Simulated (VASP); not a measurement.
# TaN (P-6m2) in VASP: notebook

TaN is run at these levels: r2SCAN; tasks: single point.

Everything below comes from runs of VASP 6.6.1. Logs are shortened: lines on timing, memory, paths and dates and some standing lists are left out, and cuts for length are marked.

### Step 1. The cell of the first run

It takes space group P-6m2 (No. 187, hexagonal). The conventional cell has a = 2.876 Å, b = 2.876 Å, c = 2.826 Å, α = 90.00°, β = 90.00°, γ = 120.00°. Within 2.9 Å of Ta (site symmetry -6m2) lie 6 N at 2.18 Å and 8 Ta at 2.83 to 2.88 Å. Within 2.9 Å of N (site symmetry -6m2) lie 6 Ta at 2.18 Å and 8 N at 2.83 to 2.88 Å.

### Step 2. Single point, r2SCAN

POSCAR

```
TaN
1.0
    2.8763303484     -0.0000000029      0.0000000000
   -1.4381651717      2.4909751528      0.0000000000
    0.0000000000      0.0000000000      2.8260077000
Ta N
1 1
Direct
    0.3333333333      0.6666666667      0.5000000000
    0.0000000000      0.0000000000      0.0000000000
```

INCAR.step1

```
SYSTEM = TaN
PREC     = Accurate       ! precision mode
ENCUT    = 520            ! plane-wave cutoff, eV
ISMEAR   = -1             ! smearing method
SIGMA    = 0.1            ! smearing width, eV
LREAL    = .False.        ! projectors in reciprocal space
LASPH    = .True.         ! aspherical terms in the spheres
NELM     = 100            ! most SCF steps
NBANDS   = 15             ! bands
GGA      = PE             ! functional
ALGO     = Normal         ! electronic algorithm
EDIFF    = 1E-4           ! SCF threshold, eV
LWAVE    = .True.         ! write WAVECAR
LCHARG   = .False.        ! write CHGCAR
```

INCAR.step2

```
SYSTEM = TaN
PREC     = Accurate       ! precision mode
ENCUT    = 520            ! plane-wave cutoff, eV
EDIFF    = 1E-6           ! SCF threshold, eV
ISMEAR   = -1             ! smearing method
SIGMA    = 0.1            ! smearing width, eV
LREAL    = .False.        ! projectors in reciprocal space
LASPH    = .True.         ! aspherical terms in the spheres
NELM     = 100            ! most SCF steps
ALGO     = Normal         ! electronic algorithm
ISIF     = 2              ! what is computed and relaxed
LWAVE    = .False.        ! write WAVECAR
LCHARG   = .False.        ! write CHGCAR
METAGGA  = R2SCAN         ! meta-GGA
LMIXTAU  = .True.       
NBANDS   = 15             ! bands
ISTART   = 1
```

KPOINTS

```
regular mesh
0
Gamma
  13 13 12
  0 0 0
```

Potentials or basis: VASP PAW PBE potentials, release 64 (Ta_pv, N).

The run is started by

```
$ cat potpaw_PBE.64/Ta_pv/POTCAR potpaw_PBE.64/N/POTCAR > POTCAR
$ cp INCAR.step1 INCAR
$ mpirun -np 1 vasp_std > vasp.out
$ cp INCAR.step2 INCAR
$ mpirun -np 1 vasp_std > vasp.out
```

OUTCAR:

```text
SYSTEM = TaN
   PREC = Accurate
   ENCUT = 520
   EDIFF = 1E-6
   ISMEAR = -1
   LREAL = .False.
   LASPH = .True.
   NELM = 100
   ISIF = 2
   METAGGA = R2SCAN
   ISTART = 1

 ion  position               nearest neighbor table
   1  0.333  0.667  0.500-   2 2.18   2 2.18   2 2.18   2 2.18   2 2.18   2 2.18
   2  0.000  0.000  0.000-   1 2.18   1 2.18   1 2.18   1 2.18   1 2.18   1 2.18

  LATTYP: Found a hexagonal cell.
 ALAT       =     2.8763303484
 C/A-ratio  =     0.9825045658

  Lattice vectors:

 A1 = (   2.8763303484,  -0.0000000029,   0.0000000000)
 A2 = (  -1.4381651717,   2.4909751528,   0.0000000000)
 A3 = (   0.0000000000,   0.0000000000,   2.8260077000)

Analysis of symmetry for initial positions (statically):
=====================================================================
 Subroutine PRICEL returns:
 Original cell was already a primitive cell.

 Routine SETGRP: Setting up the symmetry group for a
 hexagonal supercell.

 Subroutine GETGRP returns: Found 12 space group operations
 (whereof 12 operations were pure point group operations)
 out of a pool of 24 trial point group operations.

The static configuration has the point symmetry D_3h.

Analysis of symmetry for dynamics (positions and initial velocities):
=====================================================================
 Subroutine PRICEL returns:
 Original cell was already a primitive cell.

 Routine SETGRP: Setting up the symmetry group for a
 hexagonal supercell.

 Subroutine GETGRP returns: Found 12 space group operations
 (whereof 12 operations were pure point group operations)
 out of a pool of 24 trial point group operations.

The dynamic configuration has the point symmetry D_3h.

 Subroutine INISYM returns: Found 12 space group operations
 (whereof 12 operations are pure point group operations),
 and found     1 'primitive' translations

----------------------------------------------------------------------------------------

                                     Primitive cell

  volume of cell :      20.2480

  direct lattice vectors                    reciprocal lattice vectors
     2.876330348 -0.000000003  0.000000000     0.347665212  0.200724603  0.000000000
    -1.438165172  2.490975153  0.000000000     0.000000000  0.401449207  0.000000000
     0.000000000  0.000000000  2.826007700     0.000000000  0.000000000  0.353856078

  length of vectors
     2.876330348  2.876330348  2.826007700     0.401449207  0.401449207  0.353856078

  position of ions in fractional coordinates (direct lattice)
     0.333333333  0.666666667  0.500000000
     0.000000000  0.000000000  0.000000000

  ion indices of the primitive-cell ions
   primitive index   ion index
                 1           1
                 2           2

----------------------------------------------------------------------------------------

 KPOINTS: regular mesh

Automatic generation of k-mesh.
 Grid dimensions read from file:
 generate k-points for:   13   13   12

 Generating k-lattice:

  Cartesian coordinates                     Fractional coordinates (reciprocal lattice)
     0.026743478  0.015440354  0.000000000     0.076923077  0.000000000  0.000000000
     0.000000000  0.030880708  0.000000000     0.000000000  0.076923077  0.000000000
     0.000000000  0.000000000  0.029488006     0.000000000  0.000000000  0.083333333

  Length of vectors
     0.030880708  0.030880708  0.029488006

  Shift w.r.t. Gamma in fractional coordinates (k-lattice)
     0.000000000  0.000000000  0.000000000

 Subroutine IBZKPT returns following result:
 ===========================================

 Found    147 irreducible k-points:

 Following reciprocal coordinates:
            Coordinates               Weight
  0.000000  0.000000  0.000000      1.000000
  0.076923  0.000000  0.000000      6.000000
  0.153846  0.000000  0.000000      6.000000
  0.230769  0.000000  0.000000      6.000000
  0.307692  0.000000  0.000000      6.000000
  0.384615  0.000000  0.000000      6.000000
[... 16 lines left out ...]
  0.076923  0.000000  0.083333     12.000000
  0.153846  0.000000  0.083333     12.000000
 [... further k-points ...]
   k-points           NKPTS =    147   k-points in BZ     NKDIM =    147   number of bands    NBANDS=     15
   number of dos      NEDOS =    301   number of ions     NIONS =      2
   total plane-waves  NPLWV =  13824
   dimension x,y,z NGX =    24 NGY =   24 NGZ =   24
   dimension x,y,z NGXF=    48 NGYF=   48 NGZF=   48
   ions per type =               1   1
   NGX,Y,Z   is equivalent  to a cutoff of  13.87, 13.87, 14.12 a.u.
   NGXF,Y,Z  is equivalent  to a cutoff of  27.74, 27.74, 28.24 a.u.
 SYSTEM =  TaN
   PREC   = accura    normal or accurate (medium, high low for compatibility)
   ISTART =      1    job   : 0-new  1-cont  2-samecut
   ICHARG =      0    charge: 1-file 2-atom 10-const
   ISPIN  =      1    spin polarized calculation?
   LNONCOLLINEAR =      F non collinear calculations
   LSORBIT =      F    spin-orbit coupling
   LASPH  =      T    aspherical Exc in radial PAW
   ENCUT  =  520.0 eV  38.22 Ry    6.18 a.u.   5.35  5.35  5.25*2*pi/ulx,y,z
   NELM   =    100;   NELMIN=  2; NELMDL=  0     # of ELM steps
   EDIFF  = 0.1E-05   stopping-criterion for ELM
   LREAL  =      F    real-space projection
   EDIFFG = 0.1E-04   stopping-criterion for IOM
   NSW    =      0    number of steps for IOM
   IBRION =     -1    ionic relax: 0-MD 1-quasi-New 2-CG
   NFREE  =      0    steps in history (QN), initial steepest desc. (CG)
   ISIF   =      2    stress and relaxation
   ISYM   =      2    0-nonsym 1-usesym 2-fastsym
   POTIM  = 0.5000    time-step for ionic-motion
   TEBEG  =    0.0;   TEEND  =   0.0 temperature during run
   PSTRESS=    0.0 pullay stress
   NELECT =      16.0000    total number of electrons
   NUPDOWN=      -1.0000    fix difference up-down
   EMIN   =  10.00;   EMAX   =-10.00  energy-range for DOS
   EFERMI =   0.00;   METHOD = LEGACY
   ISMEAR =    -1;   SIGMA  =   0.10  broadening in eV -4-tet -1-fermi 0-gaus
   EFERMI_NEDOS =   21; number of points for ismear=-14 and -15
   IALGO  =     38    algorithm
   IMIX   =      4    mixing-type and parameters
     AMIX     =   0.40;   BMIX     =  1.00
     AMIX_MAG =   1.60;   BMIX_MAG =  1.00
  volume/ion in A,a.u.               =      10.12        68.32
  Fermi-wavevector in a.u.,A,eV,Ry     =   1.513518  2.860135 31.167375  2.290737
  Thomas-Fermi vector in A             =   2.623299
   LORBIT       =      0    0 simple, 1 ext, 2 COOP (PROOUT), +10 PAW based schemes
   METAGGA = R2SCAN    functional components
   LHFCALC =     F    Hartree Fock is set to
   AEXX    =    0.0000 exact exchange contribution
   IVDW    =     0    specifies the selected vdW correction
   LEPSILON=     F    determine dielectric tensor
   LRPA    =     F    only Hartree local field effects (RPA)
 non-spin polarized calculation
  energy-cutoff  :      520.00
  volume of cell :       20.25
 maximum number of plane-waves:       569
 NGX is ok and might be reduce to    24
   NGX = 11   NGY = 11   NGZ = 11

 number of electron      15.9999999 magnetization

 Free energy of the ion-electron system (eV)
  ---------------------------------------------------
  ext. energy  EPLUGINS =         0.00000000
  ---------------------------------------------------
  free energy    TOTEN  =       -60.28361093 eV

  energy without entropy =      -60.28159407  energy(sigma->0) =      -60.28260250

 E-fermi :   8.8678     XC(G=0): -14.7425

 val. band max:        8.8567206954   @ k =   0.0000   0.0000   0.4167
 cond. band min:       9.0134160721   @ k =   0.0769   0.0000   0.5000
 fundamental gap:      0.1566953767
 Fermi energy:         8.8677931092

 k-point     1 :       0.0000    0.0000    0.0000
  band No.  band energies     occupation
      1     -27.0714      2.00000
      2     -26.7699      2.00000
      3     -26.7699      2.00000
      4     -10.4126      2.00000
      5       3.7706      2.00000
      6       3.7706      2.00000
      7       4.1829      2.00000
      8       5.6552      2.00000
      9      11.8745      0.00000
     10      12.9427      0.00000
     11      12.9427      0.00000
     12      13.4832      0.00000
     13      13.4832      0.00000
     14      19.7708      0.00000
     15      23.4270      0.00000

 k-point     2 :       0.0769    0.0000    0.0000
  band No.  band energies     occupation
      1     -27.0608      2.00000
      2     -26.8543      2.00000
      3     -26.7873      2.00000
      4     -10.2728      2.00000
      5       3.3872      2.00000
      6       3.8772      2.00000
      7       4.3735      2.00000
      8       5.4557      2.00000
      9      12.3713      0.00000
     10      12.6519      0.00000
     11      12.9611      0.00000
     12      13.4106      0.00000
     13      13.6676      0.00000
     14      19.7708      0.00000
     15      23.3764      0.00000

 k-point     3 :       0.1538    0.0000    0.0000
  band No.  band energies     occupation
      1     -27.0825      2.00000
      2     -27.0312      2.00000
      3     -26.8354      2.00000
      4      -9.8854      2.00000
      5       2.5466      2.00000
      6       4.1661      2.00000
      7       4.8194      2.00000
      8       4.9539      2.00000
      9      11.9767      0.00000
     10      13.0528      0.00000
     11      13.2151      0.00000
     12      13.5774      0.00000
     13      14.0913      0.00000
     14      19.7708      0.00000
     15      23.2965      0.00000
[... 343 lines left out ...]
 k-point    23 :       0.0769    0.0000    0.0833
  band No.  band energies     occupation
      1     -27.1471      2.00000
      2     -26.8463      2.00000
      3     -26.7804      2.00000
      4     -10.1121      2.00000
      5       3.4596      2.00000
      6       3.7604      2.00000
      7       3.9287      2.00000
      8       5.9819      2.00000
      9      11.9069      0.00000
     10      11.9630      0.00000
     11      12.6418      0.00000
     12      14.1551      0.00000
     13      14.1629      0.00000
     14      19.7708      0.00000
     15      23.5548      0.00000

 k-point    24 :       0.1538    0.0000    0.0833
  band No.  band energies     occupation
      1     -27.1248      2.00000
      2     -27.0631      2.00000
      3     -26.8282      2.00000
      4      -9.7461      2.00000
      5       2.6214      2.00000
      6       3.9373      2.00000
      7       4.1837      2.00000
      8       5.7310      2.00000
      9      11.7361      0.00000
     10      11.9551      0.00000
     11      13.4967      0.00000
     12      14.1756      0.00000
     13      14.5434      0.00000
     14      19.7708      0.00000
     15      23.2103      0.00000

 [... further k-points ...]

------------------------ aborting loop because EDIFF is reached ----------------------------------------

  FORCE on cell =-STRESS in cart. coord.  units (eV):
  Direction    XX          YY          ZZ          XY          YZ          ZX
  --------------------------------------------------------------------------------------
  -------------------------------------------------------------------------------------
  Total        3.3417507      3.3417507      3.7323679     -0.0000000      0.0000000      0.0000000
  in kB      264.4253782    264.4253781    295.3340563     -0.0000000      0.0000000      0.0000000
  external PRESSURE =     274.7282709 kB  Pullay stress =       0.0000000 kB

 VOLUME and BASIS-vectors are now :
 -----------------------------------------------------------------------------
  energy-cutoff  :      520.00
  volume of cell :       20.25
      direct lattice vectors                 reciprocal lattice vectors
     2.876330348 -0.000000003  0.000000000     0.347665212  0.200724603  0.000000000
    -1.438165172  2.490975153  0.000000000     0.000000000  0.401449207  0.000000000
     0.000000000  0.000000000  2.826007700     0.000000000  0.000000000  0.353856078

 POSITION                                       TOTAL-FORCE (eV/Angst)
 -----------------------------------------------------------------------------------
      0.00000      1.66065      1.41300        -0.000000     -0.000000      0.000000
      0.00000      0.00000      0.00000         0.000000      0.000000      0.000000
 -----------------------------------------------------------------------------------
    total drift:                                0.000001     -0.000000     -0.000000

  FREE ENERGIE OF THE ION-ELECTRON SYSTEM (eV)
  ---------------------------------------------------
  free  energy   TOTEN  =       -60.2836109298 eV

  energy  without entropy=      -60.2815940717  energy(sigma->0) =      -60.28260250
```

Run time: 3.6 min. Hardware: 1 thread of Intel Xeon 8259CL, shared host; peak memory 0.18 GiB.

What came out:

```
Free energy            : -60.2836 eV
Pressure               : 27.5 GPa
Band gap on the k mesh : zero (bands 8 and 9 overlap by 0.39 eV)
```

Stress tensor (GPa, compression positive):
```
26.44  0.00  0.00
 0.00 26.44  0.00
 0.00  0.00 29.53
```

Levels at points of the mesh, in eV from the Fermi level:
| k point | band 4 | band 5 | band 6 | band 7 | band 8 | band 9 | band 10 | band 11 | band 12 | band 13 |
| --- | --- | --- | --- | --- | --- | --- | --- | --- | --- | --- |
| (0.00, 0.00, 0.00) | -19.28 | -5.10 | -5.10 | -4.68 | -3.21 | 3.01 | 4.07 | 4.07 | 4.62 | 4.62 |
| (0.00, 0.00, 0.50) | -16.27 | -10.10 | -4.19 | -4.19 | -0.09 | -0.09 | 2.57 | 3.84 | 3.84 | 9.51 |

Caveat: the cell stands under pressure; the PAW data sets were made with another functional, which shifts forces and pressure a little; spin-orbit coupling is left out, which moves the levels of the heavy elements.

### Step 3. Single point, r2SCAN

This run uses another cell than the first one, of 10.34 Å³/atom.

POSCAR

```
TaN
1.0
    2.8965868629      0.0000000000      0.0000000000
   -1.4482934314      2.5085178075      0.0000000000
    0.0000000000      0.0000000000      2.8459098200
Ta N
1 1
Direct
    0.3333333333      0.6666666667      0.5000000000
    0.0000000000      0.0000000000      0.0000000000
```

INCAR.step1

```
PREC = Accurate ; ENCUT = 520
ISMEAR = -1 ; SIGMA = 0.1
LREAL = F ; LASPH = T
NELM = 60 ; NBANDS = 15
GGA = PE ; ALGO = Normal
EDIFF = 1E-4 ; LWAVE = T
LCHARG = F
```

INCAR.step2

```
PREC = Accurate ; ENCUT = 520
EDIFF = 1E-6 ; ISMEAR = -1
SIGMA = 0.1 ; LREAL = F
LASPH = T ; NELM = 60
ALGO = Normal ; ISIF = 2
LWAVE = F ; LCHARG = F
METAGGA = R2SCAN ; LMIXTAU = T
NBANDS = 15 ; ISTART = 1
```

KPOINTS

```
Automatic mesh
0
Gamma
  13 13 12
```

Potentials or basis: VASP PAW PBE potentials, release 64 (Ta_pv, N).

The run is started by

```
$ cat potpaw_PBE.64/Ta_pv/POTCAR potpaw_PBE.64/N/POTCAR > POTCAR
$ cp INCAR.step1 INCAR
$ mpirun -np 1 vasp_std > vasp.out
$ cp INCAR.step2 INCAR
$ mpirun -np 1 vasp_std > vasp.out
```

Wall time 3.4 min (1 thread of Intel Xeon 8259CL, shared host); peak memory 0.18 GiB.

It converged, with:

| Property | Result |
| --- | --- |
| Free energy | -60.3449 eV |
| Pressure | 17.9 GPa |
| Band gap on the k mesh | zero (bands 8 and 9 overlap by 0.38 eV) |

Stress tensor (GPa, compression positive):
```
17.22  0.00  0.00
 0.00 17.22  0.00
 0.00  0.00 19.24
```

Levels at points of the mesh, in eV from the Fermi level:
```tsv
k point	band 6	band 7	band 8	band 9	band 10	band 11
(0.00, 0.00, 0.00)	-5.00	-4.58	-3.19	2.84	3.97	3.97
(0.00, 0.00, 0.50)	-4.11	-4.11	-0.08	-0.08	2.50	3.77
```

Caveat: the cell stands under pressure; the PAW data sets were made with another functional, which shifts forces and pressure a little; spin-orbit coupling is left out, which moves the levels of the heavy elements.

The gap in the log of VASP goes by the Fermi energy; the results here count the filled bands.